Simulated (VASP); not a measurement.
# Ni (Fm-3m) in VASP: further runs

Ni is run at these levels: PBEsol; tasks: single point.

Program: VASP 6.6.1. These are calculated values, not measurements. Logs are shortened: lines on timing, memory, paths and dates and some standing lists are left out, and cuts for length are marked.

## 1. The cell of the first run

Symmetry: Fm-3m, No. 225, cubic system. The conventional cell has a = 3.463 Å, b = 3.463 Å, c = 3.463 Å, α = 90.00°, β = 90.00°, γ = 90.00°. Ni (site symmetry m-3m) has 12 Ni at 2.45 Å within 3.2 Å.

## 2. Single point, PBEsol, collinear spin, ferromagnetic start

Input file INCAR:

```
ALGO     = Normal         # electronic algorithm
EDIFF    = 1E-6           # SCF threshold, eV
ENCUT    = 520            # plane-wave cutoff, eV
GGA      = PS             # functional
ISIF     = 2              # what is computed and relaxed
ISMEAR   = 0              # smearing method
ISPIN    = 2              # spin polarisation
LASPH    = T              # aspherical terms in the spheres
LCHARG   = F              # write CHGCAR
LMAXMIX  = 4              # l up to which the mixer works
LORBIT   = 11             # projections on sites
LREAL    = F              # projectors in reciprocal space
LWAVE    = F              # write WAVECAR
MAGMOM   = 0.81           # initial moments
NBANDS   = 15             # bands
NELM     = 150            # most SCF steps
PREC     = Accurate       # precision mode
SIGMA    = 0.1            # smearing width, eV
```

Input file KPOINTS:

```
k-points
0
Gamma
  28 28 28
```

Input file POSCAR:

```
Ni
1.0
    0.0000000000      1.7312773329      1.7312773329
    1.7312773329      0.0000000000      1.7312773329
    1.7312773329      1.7312773329      0.0000000000
Ni
1
Direct
    0.0000000000      0.0000000000      0.0000000000
```

Potentials or basis: VASP PAW PBE potentials, release 64 (Ni).

Launch:

```bash
cat potpaw_PBE.64/Ni/POTCAR > POTCAR
mpirun -np 1 vasp_std > vasp.out
```

OUTCAR:

```text
EDIFF = 1E-6
   ENCUT = 520
   GGA = PS
   ISIF = 2
   ISMEAR = 0
   ISPIN = 2
   LASPH = T
   LORBIT = 11
   LREAL = F
   NELM = 150
   PREC = Accurate

 ion  position               nearest neighbor table
   1  0.000  0.000  0.000-

  LATTYP: Found a face centered cubic cell.
 ALAT       =     3.4625546658

  Lattice vectors:

 A1 = (   0.0000000000,   1.7312773329,   1.7312773329)
 A2 = (   1.7312773329,   0.0000000000,   1.7312773329)
 A3 = (   1.7312773329,   1.7312773329,   0.0000000000)

Analysis of symmetry for initial positions (statically):
=====================================================================
 Subroutine PRICEL returns:
 Original cell was already a primitive cell.

 Routine SETGRP: Setting up the symmetry group for a
 face centered cubic supercell.

 Subroutine GETGRP returns: Found 48 space group operations
 (whereof 48 operations were pure point group operations)
 out of a pool of 48 trial point group operations.

The static configuration has the point symmetry O_h .

Analysis of symmetry for dynamics (positions and initial velocities):
=====================================================================
 Subroutine PRICEL returns:
 Original cell was already a primitive cell.

 Routine SETGRP: Setting up the symmetry group for a
 face centered cubic supercell.

 Subroutine GETGRP returns: Found 48 space group operations
 (whereof 48 operations were pure point group operations)
 out of a pool of 48 trial point group operations.

The dynamic configuration has the point symmetry O_h .

Analysis of structural, dynamic, and magnetic symmetry:
=====================================================================
 Subroutine PRICEL returns:
 Original cell was already a primitive cell.

 Routine SETGRP: Setting up the symmetry group for a
 face centered cubic supercell.

 Subroutine GETGRP returns: Found 48 space group operations
 (whereof 48 operations were pure point group operations)
 out of a pool of 48 trial point group operations.

The overall configuration has the point symmetry O_h .

 Subroutine INISYM returns: Found 48 space group operations
 (whereof 48 operations are pure point group operations),
 and found     1 'primitive' translations

----------------------------------------------------------------------------------------

                                     Primitive cell

  volume of cell :      10.3784

  direct lattice vectors                    reciprocal lattice vectors
     0.000000000  1.731277333  1.731277333    -0.288804105  0.288804105  0.288804105
     1.731277333  0.000000000  1.731277333     0.288804105 -0.288804105  0.288804105
     1.731277333  1.731277333  0.000000000     0.288804105  0.288804105 -0.288804105

  length of vectors
     2.448395884  2.448395884  2.448395884     0.500223383  0.500223383  0.500223383

  position of ions in fractional coordinates (direct lattice)
     0.000000000  0.000000000  0.000000000

  ion indices of the primitive-cell ions
   primitive index   ion index
                 1           1

----------------------------------------------------------------------------------------

 KPOINTS: k-points

Automatic generation of k-mesh.
 Grid dimensions read from file:
 generate k-points for:   28   28   28

 Generating k-lattice:

  Cartesian coordinates                     Fractional coordinates (reciprocal lattice)
    -0.010314432  0.010314432  0.010314432     0.035714286  0.000000000  0.000000000
     0.010314432 -0.010314432  0.010314432     0.000000000  0.035714286  0.000000000
     0.010314432  0.010314432 -0.010314432     0.000000000  0.000000000  0.035714286

  Length of vectors
     0.017865121  0.017865121  0.017865121

  Shift w.r.t. Gamma in fractional coordinates (k-lattice)
     0.000000000  0.000000000  0.000000000

 Subroutine IBZKPT returns following result:
 ===========================================

 Found    624 irreducible k-points:

 Following reciprocal coordinates:
            Coordinates               Weight
  0.000000  0.000000  0.000000      1.000000
  0.035714  0.000000  0.000000      8.000000
  0.071429  0.000000  0.000000      8.000000
  0.107143  0.000000  0.000000      8.000000
  0.142857  0.000000  0.000000      8.000000
  0.178571  0.000000  0.000000      8.000000
[... 16 lines left out ...]
  0.285714  0.035714  0.000000     24.000000
  0.321429  0.035714  0.000000     24.000000
 [... further k-points ...]
   k-points           NKPTS =    624   k-points in BZ     NKDIM =    624   number of bands    NBANDS=     15
   number of dos      NEDOS =    301   number of ions     NIONS =      1
   total plane-waves  NPLWV =   5832
   dimension x,y,z NGX =    18 NGY =   18 NGZ =   18
   dimension x,y,z NGXF=    36 NGYF=   36 NGZF=   36
   ions per type =               1
   NGX,Y,Z   is equivalent  to a cutoff of  12.22, 12.22, 12.22 a.u.
   NGXF,Y,Z  is equivalent  to a cutoff of  24.44, 24.44, 24.44 a.u.
 SYSTEM =  unknown system
   PREC   = accura    normal or accurate (medium, high low for compatibility)
   ISTART =      0    job   : 0-new  1-cont  2-samecut
   ICHARG =      2    charge: 1-file 2-atom 10-const
   ISPIN  =      2    spin polarized calculation?
   LNONCOLLINEAR =      F non collinear calculations
   LSORBIT =      F    spin-orbit coupling
   LASPH  =      T    aspherical Exc in radial PAW
   ENCUT  =  520.0 eV  38.22 Ry    6.18 a.u.   4.55  4.55  4.55*2*pi/ulx,y,z
   NELM   =    150;   NELMIN=  2; NELMDL= -5     # of ELM steps
   EDIFF  = 0.1E-05   stopping-criterion for ELM
   LREAL  =      F    real-space projection
   EDIFFG = 0.1E-04   stopping-criterion for IOM
   NSW    =      0    number of steps for IOM
   IBRION =     -1    ionic relax: 0-MD 1-quasi-New 2-CG
   NFREE  =      0    steps in history (QN), initial steepest desc. (CG)
   ISIF   =      2    stress and relaxation
   ISYM   =      2    0-nonsym 1-usesym 2-fastsym
   POTIM  = 0.5000    time-step for ionic-motion
   TEBEG  =    0.0;   TEEND  =   0.0 temperature during run
   PSTRESS=    0.0 pullay stress
   NELECT =      10.0000    total number of electrons
   NUPDOWN=      -1.0000    fix difference up-down
   EMIN   =  10.00;   EMAX   =-10.00  energy-range for DOS
   EFERMI =   0.00;   METHOD = LEGACY
   ISMEAR =     0;   SIGMA  =   0.10  broadening in eV -4-tet -1-fermi 0-gaus
   EFERMI_NEDOS =   21; number of points for ismear=-14 and -15
   IALGO  =     38    algorithm
   IMIX   =      4    mixing-type and parameters
     AMIX     =   0.40;   BMIX     =  1.00
     AMIX_MAG =   1.60;   BMIX_MAG =  1.00
  volume/ion in A,a.u.               =      10.38        70.04
  Fermi-wavevector in a.u.,A,eV,Ry     =   1.616956  3.055604 35.573065  2.614547
  Thomas-Fermi vector in A             =   2.711459
   LORBIT       =     11    0 simple, 1 ext, 2 COOP (PROOUT), +10 PAW based schemes
   GGA     = PS    functional components
   LHFCALC =     F    Hartree Fock is set to
   AEXX    =    0.0000 exact exchange contribution
   IVDW    =     0    specifies the selected vdW correction
   LEPSILON=     F    determine dielectric tensor
   LRPA    =     F    only Hartree local field effects (RPA)
 spin polarized calculation
 Gauss-broadening in eV      SIGMA  =   0.10
  energy-cutoff  :      520.00
  volume of cell :       10.38
 maximum number of plane-waves:       295
   NGX =  9   NGY =  9   NGZ =  9

 number of electron      10.0000000 magnetization       0.8100000

 number of electron       9.9999993 magnetization       0.6049349

 Free energy of the ion-electron system (eV)
  ---------------------------------------------------
  ext. energy  EPLUGINS =         0.00000000
  ---------------------------------------------------
  free energy    TOTEN  =        -6.13958350 eV

  energy without entropy =       -6.13100507  energy(sigma->0) =       -6.13529428

 E-fermi :   9.8695     XC(G=0): -13.7177

 val. band max:        9.8692721673   @ k =   0.5000   0.4286   0.0357
 cond. band min:       9.8698358364   @ k =  -0.3214   0.3571   0.0714
 fundamental gap:      0.0005636691
 Fermi energy:         9.8695021935

 spin component 1

 k-point     1 :       0.0000    0.0000    0.0000
  band No.  band energies     occupation
      1       0.4771      1.00000
      2       7.3309      1.00000
      3       7.3309      1.00000
      4       7.3309      1.00000
      5       8.5824      1.00000
      6       8.5824      1.00000
      7      33.9669      0.00000
      8      38.1791      0.00000
      9      38.1791      0.00000
     10      38.1791      0.00000
     11      41.2627      0.00000
     12      41.2627      0.00000
     13      41.2627      0.00000
     14      44.1704      0.00000
     15      50.9813      0.00000
[... 397 lines left out ...]
 k-point    24 :       0.3214    0.0357    0.0000
  band No.  band energies     occupation
      1       3.7294      1.00000
      2       7.0960      1.00000
      3       7.5034      1.00000
      4       7.5380      1.00000
      5       8.8101      1.00000
      6       8.9338      1.00000
      7      21.8749      0.00000
      8      33.2447      0.00000
      9      34.4917      0.00000
     10      36.9711      0.00000
     11      39.3226      0.00000
     12      41.4281      0.00000
     13      43.7703      0.00000
     14      49.4539      0.00000
     15      51.8680      0.00000

 [... further k-points ...]

 spin component 2

 k-point     1 :       0.0000    0.0000    0.0000
  band No.  band energies     occupation
      1       0.4676      1.00000
      2       8.0315      1.00000
      3       8.0315      1.00000
      4       8.0315      1.00000
      5       9.1719      1.00000
      6       9.1719      1.00000
      7      33.8619      0.00000
      8      38.1763      0.00000
      9      38.1763      0.00000
     10      38.1764      0.00000
     11      41.3830      0.00000
     12      41.3830      0.00000
     13      41.3830      0.00000
     14      44.0852      0.00000
     15      51.1800      0.00000
[... 397 lines left out ...]
 k-point    24 :       0.3214    0.0357    0.0000
  band No.  band energies     occupation
      1       3.8146      1.00000
      2       7.6008      1.00000
      3       8.1280      1.00000
      4       8.1720      1.00000
      5       9.4789      1.00000
      6       9.6097      0.99988
      7      22.0747      0.00000
      8      33.1771      0.00000
      9      34.5951      0.00000
     10      37.0761      0.00000
     11      39.3610      0.00000
     12      41.4730      0.00000
     13      43.8194      0.00000
     14      49.5732      0.00000
     15      51.9657      0.00000

 [... further k-points ...]

------------------------ aborting loop because EDIFF is reached ----------------------------------------

  FORCE on cell =-STRESS in cart. coord.  units (eV):
  Direction    XX          YY          ZZ          XY          YZ          ZX
  --------------------------------------------------------------------------------------
  -------------------------------------------------------------------------------------
  Total       -0.0070455     -0.0070455     -0.0070455      0.0000000      0.0000000      0.0000000
  in kB       -1.0876659     -1.0876659     -1.0876659      0.0000000      0.0000000      0.0000000
  external PRESSURE =      -1.0876659 kB  Pullay stress =       0.0000000 kB

 VOLUME and BASIS-vectors are now :
 -----------------------------------------------------------------------------
  energy-cutoff  :      520.00
  volume of cell :       10.38
      direct lattice vectors                 reciprocal lattice vectors
     0.000000000  1.731277333  1.731277333    -0.288804105  0.288804105  0.288804105
     1.731277333  0.000000000  1.731277333     0.288804105 -0.288804105  0.288804105
     1.731277333  1.731277333  0.000000000     0.288804105  0.288804105 -0.288804105

 POSITION                                       TOTAL-FORCE (eV/Angst)
 -----------------------------------------------------------------------------------
      0.00000      0.00000      0.00000         0.000000      0.000000      0.000000
 -----------------------------------------------------------------------------------
    total drift:                                0.000000     -0.000000     -0.000000

  FREE ENERGIE OF THE ION-ELECTRON SYSTEM (eV)
  ---------------------------------------------------
  free  energy   TOTEN  =        -6.1395835015 eV

  energy  without entropy=       -6.1310050674  energy(sigma->0) =       -6.13529428

 total charge

# of ion       s       p       d       tot
------------------------------------------
    1        0.521   0.546   8.334   9.402

 magnetization (x)

# of ion       s       p       d       tot
------------------------------------------
    1       -0.007  -0.024   0.641   0.611
```

Wall time 5 min (1 thread of Intel Xeon 8259CL, shared host); peak memory 0.25 GiB.

Results:

| Property | Result |
| --- | --- |
| Free energy | -6.1396 eV |
| Pressure | -0.1 GPa |
| Net moment | 0.60 μB per cell |
| Site moments | Ni +0.61 μB |
| Valence electrons inside the program's atomic spheres | Ni 9.40 |

Levels at points of the mesh, in eV from the Fermi level:
Spin up:
```csv
k point,band 3,band 4,band 5,band 6,band 7,band 8
"(0.00, 0.00, 0.00)",-2.54,-2.54,-1.29,-1.29,24.10,28.31
"(0.50, 0.00, 0.00)",-2.53,-0.57,-0.57,-0.43,5.99,22.57
"(0.50, 0.50, 0.00)",-0.52,-0.42,-0.42,2.42,9.63,15.21
```
Spin down:
```
           k point  band 1  band 2  band 3  band 4  band 5  band 6  band 7  band 8  band 9  band 10
(0.00, 0.00, 0.00)   -9.40   -1.84   -1.84   -1.84   -0.70   -0.70   23.99   28.31   28.31    28.31
(0.50, 0.00, 0.00)   -4.70   -1.93   -1.93   -0.46    0.16    0.16    6.40   22.47   25.54    25.54
(0.50, 0.50, 0.00)   -4.60   -3.87    0.09    0.39    0.39    2.41    9.89   15.24   15.24    20.49
```

Caveat: the PAW data sets were made with another functional, which shifts forces and pressure a little.

## 3. Single point, PBEsol, collinear spin, ferromagnetic start

Input file INCAR:

```
SYSTEM = Ni
PREC = Accurate
ENCUT = 520
EDIFF = 1E-7
ISMEAR = 0
SIGMA = 0.1
LREAL = .FALSE.
LASPH = .TRUE.
NELM = 150
ALGO = Normal
ISIF = 2
LWAVE = .FALSE.
LCHARG = .TRUE.
ISPIN = 2
MAGMOM = 0.83
LORBIT = 11
LMAXMIX = 4
GGA = PS
LELF = .TRUE.
LVHAR = .TRUE.
NBANDS = 15
```

Input file KPOINTS:

```
Automatic mesh
0
G
  28 28 28
  0 0 0
```

Input file POSCAR:

```
Ni
1.0
    0.0000000000      1.7312756571      1.7312756571
    1.7312756571      0.0000000000      1.7312756571
    1.7312756571      1.7312756571      0.0000000000
Ni
1
Direct
    0.0000000000      0.0000000000      0.0000000000
```

Potentials or basis: VASP PAW PBE potentials, release 64 (Ni).

Launch:

```bash
cat potpaw_PBE.64/Ni/POTCAR > POTCAR
mpirun -np 1 vasp_std > vasp.out
```

Wall time 5.1 min (1 thread of Intel Xeon 8259CL, shared host); peak memory 0.25 GiB.

Results (log left out):

| Property | Result |
| --- | --- |
| Free energy | -6.1396 eV |
| Pressure | -0.1 GPa |
| Net moment | 0.60 μB per cell |
| Site moments | Ni +0.61 μB |
| Valence electrons inside the program's atomic spheres | Ni 9.40 |

Levels at points of the mesh, in eV from the Fermi level:
Spin up:
| k point | band 3 | band 4 | band 5 | band 6 | band 7 | band 8 |
| --- | --- | --- | --- | --- | --- | --- |
| (0.00, 0.00, 0.00) | -2.54 | -2.54 | -1.29 | -1.29 | 24.10 | 28.31 |
| (0.50, 0.00, 0.00) | -2.53 | -0.57 | -0.57 | -0.43 | 5.99 | 22.57 |
| (0.50, 0.50, 0.00) | -0.52 | -0.42 | -0.42 | 2.42 | 9.63 | 15.21 |
Spin down:
| k point | band 3 | band 4 | band 5 | band 6 | band 7 | band 8 |
| --- | --- | --- | --- | --- | --- | --- |
| (0.00, 0.00, 0.00) | -1.84 | -1.84 | -0.70 | -0.70 | 23.99 | 28.31 |
| (0.50, 0.00, 0.00) | -1.93 | -0.46 | 0.16 | 0.16 | 6.40 | 22.47 |
| (0.50, 0.50, 0.00) | 0.09 | 0.39 | 0.39 | 2.41 | 9.89 | 15.24 |

Caveat: the PAW data sets were made with another functional, which shifts forces and pressure a little.
